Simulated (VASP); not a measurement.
# Ir (I4/mmm) in VASP: notebook

Runs on Ir. Level: LDA. Tasks: single point.

Everything below comes from runs of VASP 6.6.1. Logs are shortened: lines on timing, memory, paths and dates and some standing lists are left out, and cuts for length are marked.

### Step 1. The cell of the first run

Symmetry: I4/mmm, No. 139, tetragonal system. The conventional cell has a = 2.715 Å, b = 2.715 Å, c = 3.897 Å, α = 90.00°, β = 90.00°, γ = 90.00°. Within 3.6 Å of Ir (site symmetry 4/mmm) lie 12 Ir at 2.71 to 2.74 Å.

### Step 2. Single point, LDA (strain +0.0150 x Voigt [0, 0, 1, 0, 0, 0])

Contents of INCAR:

```
PREC     = Accurate       # precision mode
ENCUT    = 560            # plane-wave cutoff, eV
EDIFF    = 1E-6           # SCF threshold, eV
ISMEAR   = 0              # smearing method
SIGMA    = 0.15           # smearing width, eV
LREAL    = F              # projectors in reciprocal space
LASPH    = T              # aspherical terms in the spheres
NELM     = 120            # most SCF steps
ALGO     = Normal         # electronic algorithm
ISIF     = 2              # what is computed and relaxed
LWAVE    = F              # write WAVECAR
LCHARG   = F              # write CHGCAR
NBANDS   = 14             # bands
GGA_COMPAT= F
```

Contents of KPOINTS:

```
Automatic mesh
0
Gamma
  8 8 8
```

Contents of POSCAR:

```
Ir
1.0
    0.0000000000      1.9197000000      1.9484955000
    1.9197000000      0.0000000000      1.9484955000
    1.9197000000      1.9197000000      0.0000000000
Ir
1
Direct
    0.0000000000      0.0000000000      0.0000000000
```

Potentials or basis: VASP PAW LDA potentials, release 64 (Ir_sv_GW).

On the command line:

```
$ cat potpaw_LDA.64/Ir_sv_GW/POTCAR > POTCAR
$ mpirun -np 1 vasp_std > vasp.out
```

OUTCAR:

```text
PREC = Accurate
   ENCUT = 560
   EDIFF = 1E-6
   ISMEAR = 0
   LREAL = F
   LASPH = T
   NELM = 120
   ISIF = 2

 ion  position               nearest neighbor table
   1  0.000  0.000  0.000-

  LATTYP: Found a body centered tetragonal cell.
 ALAT       =     2.7148657757
 C/A-ratio  =     1.4354267658

  Lattice vectors:

 A1 = (  -1.9197000000,   0.0000000000,   1.9484955000)
 A2 = (   1.9197000000,   0.0000000000,   1.9484955000)
 A3 = (   0.0000000000,   1.9197000000,  -1.9484955000)

Analysis of symmetry for initial positions (statically):
=====================================================================
 Subroutine PRICEL returns:
 Original cell was already a primitive cell.

 Routine SETGRP: Setting up the symmetry group for a
 body centered tetragonal supercell.

 Subroutine GETGRP returns: Found 16 space group operations
 (whereof 16 operations were pure point group operations)
 out of a pool of 16 trial point group operations.

The static configuration has the point symmetry D_4h.

Analysis of symmetry for dynamics (positions and initial velocities):
=====================================================================
 Subroutine PRICEL returns:
 Original cell was already a primitive cell.

 Routine SETGRP: Setting up the symmetry group for a
 body centered tetragonal supercell.

 Subroutine GETGRP returns: Found 16 space group operations
 (whereof 16 operations were pure point group operations)
 out of a pool of 16 trial point group operations.

The dynamic configuration has the point symmetry D_4h.

 Subroutine INISYM returns: Found 16 space group operations
 (whereof 16 operations are pure point group operations),
 and found     1 'primitive' translations

----------------------------------------------------------------------------------------

                                     Primitive cell

  volume of cell :      14.3614

  direct lattice vectors                    reciprocal lattice vectors
     0.000000000  1.919700000  1.948495500    -0.260457363  0.260457363  0.256608240
     1.919700000  0.000000000  1.948495500     0.260457363 -0.260457363  0.256608240
     1.919700000  1.919700000  0.000000000     0.260457363  0.260457363 -0.256608240

  length of vectors
     2.735303055  2.735303055  2.714865776     0.448914095  0.448914095  0.448914095

  position of ions in fractional coordinates (direct lattice)
     0.000000000  0.000000000  0.000000000

  ion indices of the primitive-cell ions
   primitive index   ion index
                 1           1

----------------------------------------------------------------------------------------

 KPOINTS: Automatic mesh
[... 82 lines left out ...]
   EFERMI =   0.00;   METHOD = LEGACY
   ISMEAR =     0;   SIGMA  =   0.15  broadening in eV -4-tet -1-fermi 0-gaus
   EFERMI_NEDOS =   21; number of points for ismear=-14 and -15
   IALGO  =     38    algorithm
   IMIX   =      4    mixing-type and parameters
     AMIX     =   0.40;   BMIX     =  1.00
     AMIX_MAG =   1.60;   BMIX_MAG =  1.00
  volume/ion in A,a.u.               =      14.36        96.92
  Fermi-wavevector in a.u.,A,eV,Ry     =   1.731779  3.272587 40.804660  2.999058
  Thomas-Fermi vector in A             =   2.806080
   LORBIT       =      0    0 simple, 1 ext, 2 COOP (PROOUT), +10 PAW based schemes
   GGA     = CA    functional components
   LHFCALC =     F    Hartree Fock is set to
   AEXX    =    0.0000 exact exchange contribution
   IVDW    =     0    specifies the selected vdW correction
   LEPSILON=     F    determine dielectric tensor
   LRPA    =     F    only Hartree local field effects (RPA)
 non-spin polarized calculation
 Gauss-broadening in eV      SIGMA  =   0.15
  energy-cutoff  :      560.00
  volume of cell :       14.36
 maximum number of plane-waves:       444
 NGX is ok and might be reduce to    24
   NGX = 11   NGY = 11   NGZ = 11

 number of electron      17.0000000 magnetization

 Free energy of the ion-electron system (eV)
  ---------------------------------------------------
  ext. energy  EPLUGINS =         0.00000000
  ---------------------------------------------------
  free energy    TOTEN  =       -10.81775205 eV

  energy without entropy =      -10.79684984  energy(sigma->0) =      -10.80730095

 E-fermi :  12.4029     XC(G=0): -14.6883

 val. band max:       12.3734710480   @ k =  -0.3750  -0.0000   0.1250
 cond. band min:      12.4199001754   @ k =  -0.3750  -0.0000   0.2500
 fundamental gap:      0.0464291274
 Fermi energy:        12.4029172926

 k-point     1 :       0.0000    0.0000    0.0000
  band No.  band energies     occupation
      1     -80.1245      2.00000
      2     -36.8104      2.00000
      3     -36.8004      2.00000
      4     -36.8004      2.00000
      5       1.4322      2.00000
      6       8.4111      2.00000
      7       8.6082      2.00000
      8       8.6082      2.00000
      9      11.0844      2.00000
     10      11.3406      2.00000
     11      26.0483      0.00000
     12      31.1515      0.00000
     13      31.6039      0.00000
     14      31.6039      0.00000
[... 377 lines left out ...]
      1     -80.0732      2.00000
      2     -37.3708      2.00000
      3     -36.9380      2.00000
      4     -36.9249      2.00000
      5       4.8187      2.00000
      6       7.9917      2.00000
      7       8.4690      2.00000
      8       9.2644      2.00000
      9      12.4825      0.45286
     10      12.8294      0.00006
     11      23.6711      0.00000
     12      28.0952      0.00000
     13      31.4532      0.00000
     14      33.3022      0.00000

 [... further k-points ...]

------------------------ aborting loop because EDIFF is reached ----------------------------------------

  FORCE on cell =-STRESS in cart. coord.  units (eV):
  Direction    XX          YY          ZZ          XY          YZ          ZX
  --------------------------------------------------------------------------------------
  -------------------------------------------------------------------------------------
  Total       -0.9773257     -0.9773257     -1.4385156      0.0000000      0.0000000     -0.0000000
  in kB     -109.0319521   -109.0319521   -160.4829990      0.0000000      0.0000000     -0.0000000
  external PRESSURE =    -126.1823011 kB  Pullay stress =       0.0000000 kB

 VOLUME and BASIS-vectors are now :
 -----------------------------------------------------------------------------
  energy-cutoff  :      560.00
  volume of cell :       14.36
      direct lattice vectors                 reciprocal lattice vectors
     0.000000000  1.919700000  1.948495500    -0.260457363  0.260457363  0.256608240
     1.919700000  0.000000000  1.948495500     0.260457363 -0.260457363  0.256608240
     1.919700000  1.919700000  0.000000000     0.260457363  0.260457363 -0.256608240

 POSITION                                       TOTAL-FORCE (eV/Angst)
 -----------------------------------------------------------------------------------
      0.00000      0.00000      0.00000         0.000000      0.000000      0.000000
 -----------------------------------------------------------------------------------
    total drift:                                0.000000      0.000000      0.000000

  FREE ENERGIE OF THE ION-ELECTRON SYSTEM (eV)
  ---------------------------------------------------
  free  energy   TOTEN  =       -10.8177520516 eV

  energy  without entropy=      -10.7968498448  energy(sigma->0) =      -10.80730095
```

OSZICAR:

```text
N       E                     dE             d eps       ncg     rms          rms(c)
DAV:   1     0.118292830876E+03    0.11829E+03   -0.11872E+04  1692   0.134E+03
DAV:   2    -0.103195864889E+02   -0.12861E+03   -0.12264E+03  2084   0.404E+02
DAV:   3    -0.120897607481E+02   -0.17702E+01   -0.17650E+01  1772   0.453E+01
DAV:   4    -0.120924486296E+02   -0.26879E-02   -0.26877E-02  1988   0.220E+00
DAV:   5    -0.120924542630E+02   -0.56334E-05   -0.56335E-05  1778   0.942E-02    0.697E+01
DAV:   6    -0.109230145994E+02    0.11694E+01   -0.15921E+00  1682   0.131E+01    0.372E+01
DAV:   7    -0.108346621968E+02    0.88352E-01   -0.38680E-01  1880   0.599E+00    0.763E+00
DAV:   8    -0.108179718431E+02    0.16690E-01   -0.61138E-02  1652   0.308E+00    0.670E-01
DAV:   9    -0.108178958796E+02    0.75963E-04   -0.67448E-04  1820   0.318E-01    0.308E-01
DAV:  10    -0.108177539224E+02    0.14196E-03   -0.24217E-04  1790   0.225E-01    0.236E-01
DAV:  11    -0.108177520989E+02    0.18235E-05   -0.47673E-06  1898   0.290E-02    0.499E-02
DAV:  12    -0.108177520516E+02    0.47247E-07   -0.14671E-07   940   0.426E-03
   1 F= -.10817752E+02 E0= -.10807301E+02  d E =-.209022E-01
```

Run time: 11 s. Hardware: 1 thread of Intel Xeon Platinum 8488C (Sapphire Rapids), shared host; peak memory 0.14 GiB.

What came out:

```
Free energy            : -10.8178 eV
Pressure               : -12.6 GPa
Band gap on the k mesh : zero (an odd number of electrons rules out a gap without spin polarisation)
```

Stress tensor (GPa, compression positive):
```
-10.90   0.00   0.00
  0.00 -10.90   0.00
  0.00   0.00 -16.05
```

Caveat: the cell differs from its parent crystal (strain +0.0150 x Voigt [0, 0, 1, 0, 0, 0]); the stress differs along the axes, from -16 to -11 GPa; spin-orbit coupling is left out, which moves the levels of the heavy elements.

(Continued in part 2 of 2.)

The gap in the log of VASP goes by the Fermi energy; the results here count the filled bands.